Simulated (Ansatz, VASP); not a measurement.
# AlN: VASP beside Ansatz

```
Al N
1.0
     1.43094    0.82615    3.76261
    -1.43094    0.82615    3.76261
     0.00000   -1.65230    3.76261
Al N
1 1
Cartesian
  0.0000 0.0000 11.2844
  0.0000 0.0000 3.7559
```

Alike in both runs: task single point; functional PBE; dispersion D3(BJ); k mesh 6 × 6 × 6; occupations gaussian, width 0.1 eV; no spin polarisation.

|  | VASP | Ansatz |
| --- | --- | --- |
| version | VASP 6.6.1 | Ansatz 0.2.0 |
| potentials or method | VASP PAW PBE potentials, release 64 (Al, N), cutoff 520 eV | scalar-relativistic, plane waves, PAW |
| valence electrons in the cell | 8 | 8 |

```tsv
	VASP	Ansatz	Ansatz less VASP
gap on the k mesh at the Fermi level (eV)	2.72	2.72	+0.004
least direct gap on the mesh (eV)	3.00	3.01	+0.015
rms of the force components (eV/Å)	0.028	0.028	-0.0001
```

Atom by atom the forces differ by 0.000 eV/Å (rms over components).

The k mesh is coarse, so the values compare programs but aren't converged.
